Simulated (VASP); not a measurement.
# P (Im-3m) in VASP: a series of runs

The runs below take P through single point, relaxation of cell and atoms, with PBE.

All numbers are computed with VASP 6.6.1; they aren't measurements. Logs are shortened: lines on timing, memory, paths and dates and some standing lists are left out, and cuts for length are marked.

**1. The cell of the first run**

It takes space group Im-3m (No. 229, cubic). Conventional cell: a = 2.863 Å, b = 2.863 Å, c = 2.863 Å, α = 90.00°, β = 90.00°, γ = 90.00°. P (site symmetry m-3m) has 14 P at 2.48 to 2.86 Å within 3.3 Å.

This isn't the form of P at room conditions, which is orthorhombic.

**2. Single point, PBE**

File INCAR:

```
SYSTEM = P
  PREC = Accurate
  ENCUT = 520
  EDIFF = 1E-6
  ISMEAR = -1
  SIGMA = 0.08
  LREAL = .FALSE.
  LASPH = .TRUE.
  NELM = 100
  ALGO = Normal
  ISIF = 2
  LWAVE = .FALSE.
  LCHARG = .TRUE.
  GGA = PE
  LELF = .TRUE.
  LVHAR = .TRUE.
  NBANDS = 8
```

File KPOINTS:

```
regular mesh
0
G
  18 18 18
  0 0 0
```

File POSCAR:

```
P
1.0
   -1.4313684791      1.4313684791      1.4313684791
    1.4313684791     -1.4313684791      1.4313684791
    1.4313684791      1.4313684791     -1.4313684791
P
1
Direct
    0.0000000000      0.0000000000      0.0000000000
```

Potentials or basis: VASP PAW PBE potentials, release 64 (P).

Launch:

```console
$ cat potpaw_PBE.64/P/POTCAR > POTCAR
$ mpirun -np 1 vasp_std > vasp.out
```

OUTCAR:

```text
SYSTEM = P
   PREC = Accurate
   ENCUT = 520
   EDIFF = 1E-6
   ISMEAR = -1
   LREAL = .FALSE.
   LASPH = .TRUE.
   NELM = 100
   ISIF = 2
   GGA = PE

 ion  position               nearest neighbor table
   1  0.000  0.000  0.000-

  LATTYP: Found a body centered cubic cell.
 ALAT       =     2.8627369582

  Lattice vectors:

 A1 = (  -1.4313684791,   1.4313684791,   1.4313684791)
 A2 = (   1.4313684791,  -1.4313684791,   1.4313684791)
 A3 = (   1.4313684791,   1.4313684791,  -1.4313684791)

Analysis of symmetry for initial positions (statically):
=====================================================================
 Subroutine PRICEL returns:
 Original cell was already a primitive cell.

 Routine SETGRP: Setting up the symmetry group for a
 body centered cubic supercell.

 Subroutine GETGRP returns: Found 48 space group operations
 (whereof 48 operations were pure point group operations)
 out of a pool of 48 trial point group operations.

The static configuration has the point symmetry O_h .

Analysis of symmetry for dynamics (positions and initial velocities):
=====================================================================
 Subroutine PRICEL returns:
 Original cell was already a primitive cell.

 Routine SETGRP: Setting up the symmetry group for a
 body centered cubic supercell.

 Subroutine GETGRP returns: Found 48 space group operations
 (whereof 48 operations were pure point group operations)
 out of a pool of 48 trial point group operations.

The dynamic configuration has the point symmetry O_h .

 Subroutine INISYM returns: Found 48 space group operations
 (whereof 48 operations are pure point group operations),
 and found     1 'primitive' translations

----------------------------------------------------------------------------------------

                                     Primitive cell

  volume of cell :      11.7304

  direct lattice vectors                    reciprocal lattice vectors
    -1.431368479  1.431368479  1.431368479     0.000000000  0.349316062  0.349316062
     1.431368479 -1.431368479  1.431368479     0.349316062  0.000000000  0.349316062
     1.431368479  1.431368479 -1.431368479     0.349316062  0.349316062  0.000000000

  length of vectors
     2.479202930  2.479202930  2.479202930     0.494007512  0.494007512  0.494007512

  position of ions in fractional coordinates (direct lattice)
     0.000000000  0.000000000  0.000000000

  ion indices of the primitive-cell ions
   primitive index   ion index
                 1           1

----------------------------------------------------------------------------------------

 KPOINTS: regular mesh

Automatic generation of k-mesh.
 Grid dimensions read from file:
 generate k-points for:   18   18   18

 Generating k-lattice:

  Cartesian coordinates                     Fractional coordinates (reciprocal lattice)
     0.000000000  0.019406448  0.019406448     0.055555556  0.000000000  0.000000000
     0.019406448  0.000000000  0.019406448     0.000000000  0.055555556  0.000000000
     0.019406448  0.019406448  0.000000000     0.000000000  0.000000000  0.055555556

  Length of vectors
     0.027444862  0.027444862  0.027444862

  Shift w.r.t. Gamma in fractional coordinates (k-lattice)
     0.000000000  0.000000000  0.000000000

 Subroutine IBZKPT returns following result:
 ===========================================

 Found    195 irreducible k-points:

 Following reciprocal coordinates:
            Coordinates               Weight
  0.000000  0.000000  0.000000      1.000000
  0.055556  0.000000  0.000000     12.000000
  0.111111  0.000000  0.000000     12.000000
  0.166667  0.000000  0.000000     12.000000
  0.222222  0.000000  0.000000     12.000000
  0.277778  0.000000  0.000000     12.000000
[... 16 lines left out ...]
  0.333333  0.111111  0.000000     48.000000
  0.388889  0.111111  0.000000     48.000000
 [... further k-points ...]
   k-points           NKPTS =    195   k-points in BZ     NKDIM =    195   number of bands    NBANDS=      8
   number of dos      NEDOS =    301   number of ions     NIONS =      1
   total plane-waves  NPLWV =   5832
   dimension x,y,z NGX =    18 NGY =   18 NGZ =   18
   dimension x,y,z NGXF=    36 NGYF=   36 NGZF=   36
   ions per type =               1
   NGX,Y,Z   is equivalent  to a cutoff of  12.07, 12.07, 12.07 a.u.
   NGXF,Y,Z  is equivalent  to a cutoff of  24.14, 24.14, 24.14 a.u.
 SYSTEM =  P
   PREC   = accura    normal or accurate (medium, high low for compatibility)
   ISTART =      0    job   : 0-new  1-cont  2-samecut
   ICHARG =      2    charge: 1-file 2-atom 10-const
   ISPIN  =      1    spin polarized calculation?
   LNONCOLLINEAR =      F non collinear calculations
   LSORBIT =      F    spin-orbit coupling
   LASPH  =      T    aspherical Exc in radial PAW
   ENCUT  =  520.0 eV  38.22 Ry    6.18 a.u.   4.61  4.61  4.61*2*pi/ulx,y,z
   NELM   =    100;   NELMIN=  2; NELMDL= -5     # of ELM steps
   EDIFF  = 0.1E-05   stopping-criterion for ELM
   LREAL  =      F    real-space projection
   EDIFFG = 0.1E-04   stopping-criterion for IOM
   NSW    =      0    number of steps for IOM
   IBRION =     -1    ionic relax: 0-MD 1-quasi-New 2-CG
   NFREE  =      0    steps in history (QN), initial steepest desc. (CG)
   ISIF   =      2    stress and relaxation
   ISYM   =      2    0-nonsym 1-usesym 2-fastsym
   POTIM  = 0.5000    time-step for ionic-motion
   TEBEG  =    0.0;   TEEND  =   0.0 temperature during run
   PSTRESS=    0.0 pullay stress
   NELECT =       5.0000    total number of electrons
   NUPDOWN=      -1.0000    fix difference up-down
   EMIN   =  10.00;   EMAX   =-10.00  energy-range for DOS
   EFERMI =   0.00;   METHOD = LEGACY
   ISMEAR =    -1;   SIGMA  =   0.08  broadening in eV -4-tet -1-fermi 0-gaus
   EFERMI_NEDOS =   21; number of points for ismear=-14 and -15
   IALGO  =     38    algorithm
   IMIX   =      4    mixing-type and parameters
     AMIX     =   0.40;   BMIX     =  1.00
     AMIX_MAG =   1.60;   BMIX_MAG =  1.00
  volume/ion in A,a.u.               =      11.73        79.16
  Fermi-wavevector in a.u.,A,eV,Ry     =   1.232045  2.328228 20.652772  1.517936
  Thomas-Fermi vector in A             =   2.366831
   LORBIT       =      0    0 simple, 1 ext, 2 COOP (PROOUT), +10 PAW based schemes
   GGA     = PE    functional components
   LHFCALC =     F    Hartree Fock is set to
   AEXX    =    0.0000 exact exchange contribution
   IVDW    =     0    specifies the selected vdW correction
   LEPSILON=     F    determine dielectric tensor
   LRPA    =     F    only Hartree local field effects (RPA)
 non-spin polarized calculation
  energy-cutoff  :      520.00
  volume of cell :       11.73
 maximum number of plane-waves:       329
   NGX =  9   NGY =  9   NGZ =  9

 number of electron       4.9999999 magnetization

 Free energy of the ion-electron system (eV)
  ---------------------------------------------------
  ext. energy  EPLUGINS =         0.00000000
  ---------------------------------------------------
  free energy    TOTEN  =        -4.50905315 eV

  energy without entropy =       -4.49984762  energy(sigma->0) =       -4.50445039

 E-fermi :  13.1248     XC(G=0): -12.4429

 val. band max:       13.0987042017   @ k =   0.2222   0.0556   0.0000
 cond. band min:      13.1629669294   @ k =   0.1667   0.1667   0.0000
 fundamental gap:      0.0642627277
 Fermi energy:        13.1247950327

 k-point     1 :       0.0000    0.0000    0.0000
  band No.  band energies     occupation
      1      -5.6249      2.00000
      2      22.3094      0.00000
      3      22.3094      0.00000
      4      22.3094      0.00000
      5      25.5472      0.00000
      6      25.5472      0.00000
      7      25.5472      0.00000
      8      30.0442      0.00000

 k-point     2 :       0.0556    0.0000    0.0000
  band No.  band energies     occupation
      1      -5.5175      2.00000
      2      21.3696      0.00000
      3      21.6837      0.00000
      4      22.2111      0.00000
      5      25.2187      0.00000
      6      25.9014      0.00000
      7      26.3582      0.00000
      8      29.2791      0.00000

 k-point     3 :       0.1111    0.0000    0.0000
  band No.  band energies     occupation
      1      -5.1957      2.00000
      2      19.3288      0.00000
      3      20.5604      0.00000
      4      21.9287      0.00000
      5      24.4215      0.00000
      6      26.0108      0.00000
      7      28.0354      0.00000
      8      28.6490      0.00000

 k-point     4 :       0.1667    0.0000    0.0000
  band No.  band energies     occupation
      1      -4.6605      2.00000
      2      16.8801      0.00000
      3      19.4577      0.00000
      4      21.5053      0.00000
      5      23.4584      0.00000
      6      25.3009      0.00000
      7      29.0695      0.00000
      8      29.7615      0.00000

 k-point     5 :       0.2222    0.0000    0.0000
  band No.  band energies     occupation
      1      -3.9135      2.00000
      2      14.3171      0.00000
      3      18.4884      0.00000
      4      21.0097      0.00000
      5      22.5170      0.00000
      6      24.4079      0.00000
      7      29.9314      0.00000
      8      30.0712      0.00000
[... 177 lines left out ...]
 k-point    22 :       0.2778    0.1111    0.0000
  band No.  band energies     occupation
      1      -1.4805      2.00000
      2       9.6316      2.00000
      3      14.7272      0.00000
      4      18.2234      0.00000
      5      23.0503      0.00000
      6      25.3503      0.00000
      7      29.6467      0.00000
      8      33.7149      0.00000

 k-point    23 :       0.3333    0.1111    0.0000
  band No.  band energies     occupation
      1      -0.1244      2.00000
      2       7.3646      2.00000
      3      14.2411      0.00000
      4      17.8010      0.00000
      5      22.6489      0.00000
      6      25.1605      0.00000
      7      30.5587      0.00000
      8      34.4020      0.00000

 k-point    24 :       0.3889    0.1111    0.0000
  band No.  band energies     occupation
      1       1.4048      2.00000
      2       5.2809      2.00000
      3      13.9501      0.00007
      4      17.5422      0.00000
      5      22.3960      0.00000
      6      25.0235      0.00000
      7      31.6974      0.00000
      8      34.0500      0.00000

 [... further k-points ...]
[... 5 lines left out ...]
  --------------------------------------------------------------------------------------
  -------------------------------------------------------------------------------------
  Total        1.9394554      1.9394554      1.9394554      0.0000000      0.0000000      0.0000000
  in kB      264.8963840    264.8963840    264.8963840      0.0000000      0.0000000      0.0000000
  external PRESSURE =     264.8963840 kB  Pullay stress =       0.0000000 kB

 VOLUME and BASIS-vectors are now :
 -----------------------------------------------------------------------------
  energy-cutoff  :      520.00
  volume of cell :       11.73
      direct lattice vectors                 reciprocal lattice vectors
    -1.431368479  1.431368479  1.431368479     0.000000000  0.349316062  0.349316062
     1.431368479 -1.431368479  1.431368479     0.349316062  0.000000000  0.349316062
     1.431368479  1.431368479 -1.431368479     0.349316062  0.349316062  0.000000000

 POSITION                                       TOTAL-FORCE (eV/Angst)
 -----------------------------------------------------------------------------------
      0.00000      0.00000      0.00000         0.000000      0.000000     -0.000000
 -----------------------------------------------------------------------------------
    total drift:                               -0.000000     -0.000000      0.000000

  FREE ENERGIE OF THE ION-ELECTRON SYSTEM (eV)
  ---------------------------------------------------
  free  energy   TOTEN  =        -4.5090531530 eV

  energy  without entropy=       -4.4998476191  energy(sigma->0) =       -4.50445039
```

It took 5 s on 1 thread of Intel Xeon 6975P-C (Granite Rapids), shared host; peak memory 0.12 GiB.

Results:

```
Free energy            : -4.5091 eV
Pressure               : 26.5 GPa
Band gap on the k mesh : zero (an odd number of electrons rules out a gap without spin polarisation)
```

Caveat: the cell stands under pressure.

**3. Single point, PBE**

File INCAR:

```
SYSTEM = P
PREC     = Accurate       ! precision mode
ENCUT    = 520            ! plane-wave cutoff, eV
EDIFF    = 1E-7           ! SCF threshold, eV
ISMEAR   = -1             ! smearing method
SIGMA    = 0.08           ! smearing width, eV
LREAL    = .False.        ! projectors in reciprocal space
LASPH    = .True.         ! aspherical terms in the spheres
NELM     = 100            ! most SCF steps
ALGO     = Normal         ! electronic algorithm
ISIF     = 2              ! what is computed and relaxed
LWAVE    = .False.        ! write WAVECAR
LCHARG   = .True.         ! write CHGCAR
GGA      = PE             ! functional
LELF     = .True.         ! ELF
LVHAR    = .True.       
NBANDS   = 8              ! bands
```

File KPOINTS:

```
regular mesh
0
Gamma
  18 18 18
  0 0 0
```

File POSCAR:

```
P
1.0
   -1.4316371297      1.4316371297      1.4316371297
    1.4316371297     -1.4316371297      1.4316371297
    1.4316371297      1.4316371297     -1.4316371297
P
1
Direct
    0.0000000000      0.0000000000      0.0000000000
```

Potentials or basis: VASP PAW PBE potentials, release 64 (P).

Launch:

```console
$ cat potpaw_PBE.64/P/POTCAR > POTCAR
$ mpirun -np 1 vasp_std > vasp.out
```

Wall time 5.8 s (1 thread of Intel Xeon 6975P-C (Granite Rapids), shared host); peak memory 0.12 GiB.

It converged, with:

```
Free energy            : -4.5101 eV
Pressure               : 26.4 GPa
Band gap on the k mesh : zero (an odd number of electrons rules out a gap without spin polarisation)
```

Levels at points of the mesh, in eV from the Fermi level:
```csv
k point,band 1,band 2,band 3,band 4,band 5,band 6,band 7
"(0.00, 0.00, 0.00)",-18.74,9.18,9.18,9.18,12.42,12.42,12.42
"(0.50, 0.00, 0.00)",-10.74,-9.62,3.11,6.34,7.01,9.00,21.13
"(0.50, 0.50, 0.50)",-3.19,-3.19,-3.19,-2.65,1.26,1.26,26.04
```

Caveat: the cell stands under pressure.

**4. Relaxation of cell and atoms, PBE, target pressure 27 GPa, at which the enthalpy is minimised**

File INCAR:

```
SYSTEM = P
ALGO = Normal
EDIFF = 1E-7
EDIFFG = -0.005
ENCUT = 600
GGA = PE
IBRION = 2
ISIF = 3
ISMEAR = -1
LASPH = .True.
LCHARG = .False.
LREAL = .False.
LWAVE = .False.
NELM = 100
NSW = 32
PREC = Accurate
PSTRESS = 270.0
SIGMA = 0.08
```

File KPOINTS:

```
k-points
0
Gamma
  18 18 18
  0 0 0
```

File POSCAR:

```
P
1.0
   -1.4313684791      1.4313684791      1.4313684791
    1.4313684791     -1.4313684791      1.4313684791
    1.4313684791      1.4313684791     -1.4313684791
P
1
Direct
    0.0000000000      0.0000000000      0.0000000000
```

Launch:

```console
$ cat potpaw_PBE.64/P/POTCAR > POTCAR
$ mpirun -np 1 vasp_std > vasp.out
```

It took 9.4 s on 1 thread of Intel Xeon 6975P-C (Granite Rapids), shared host; peak memory 0.12 GiB.

Results (log left out):

* Free energy: -4.5046 eV
* Relaxed volume: 11.70 Å³/atom
* Relaxed cell: a = 2.477 Å, b = 2.477 Å, c = 2.477 Å, α = 109.47°, β = 109.47°, γ = 109.47°
* Space group after relaxing (to 0.1 Å): Im-3m (No. 229)
* Energy change on relaxing (the run minimises the enthalpy): +4.6 meV/atom
* Ionic steps: 3
* Pressure after relaxing: 27.0 GPa
* Band gap on the k mesh: zero (an odd number of electrons rules out a gap without spin polarisation)

Step by step:
| step | energy change (eV) | largest force (eV/Å) | pressure (GPa) | volume (Å³) |
| --- | --- | --- | --- | --- |
| 1 | 0.0000 | 0.0000 | 26.53 | 11.73 |
| 2 | 0.0099 | 0.0000 | 27.54 | 11.67 |
| 3 | 0.0046 | 0.0000 | 27.01 | 11.70 |

Final structure:
```
CELL_PARAMETERS angstrom
-1.43024 1.43024 1.43024
1.43024 -1.43024 1.43024
1.43024 1.43024 -1.43024
ATOMIC_POSITIONS crystal
P 0.00000 0.00000 0.00000
```

Levels at points of the mesh, in eV from the Fermi level:
```csv
k point,band 1,band 2,band 3,band 4,band 5,band 6
"(0.00, 0.00, 0.00)",-18.78,9.21,9.21,9.21,12.43,12.43
"(0.50, 0.00, 0.00)",-10.75,-9.65,3.12,6.36,7.00,9.01
"(0.50, 0.50, 0.50)",-3.20,-3.20,-3.20,-2.62,1.24,1.24
```

Caveat: the cell is relaxed towards a set pressure, so the run minimises the enthalpy, not the energy.

**5. Summary**

```csv
task,cell,cutoff (eV),gap on the mesh (eV),pressure (GPa)
single point,"a = 2.479 Å, angles 109.5°, 1 atom",520,none,26.5
single point,"a = 2.480 Å, angles 109.5°, 1 atom",520,none,26.4
relaxation of cell and atoms,"relaxed to 27 GPa from a = 2.479 Å, angles 109.5°, 1 atom",600,none,27.0
```

Alike in all rows: level PBE; potentials or basis VASP PAW PBE potentials, release 64 (P); no spin polarisation; k mesh 18 × 18 × 18; smearing fermi-dirac 0.08 eV.

Caveats: the cell stands under pressure (at least some runs); the cell is relaxed towards a set pressure, so the run minimises the enthalpy, not the energy (at least some runs).

Total energies depend on the potentials used, so only differences within one code and one set of settings carry meaning.
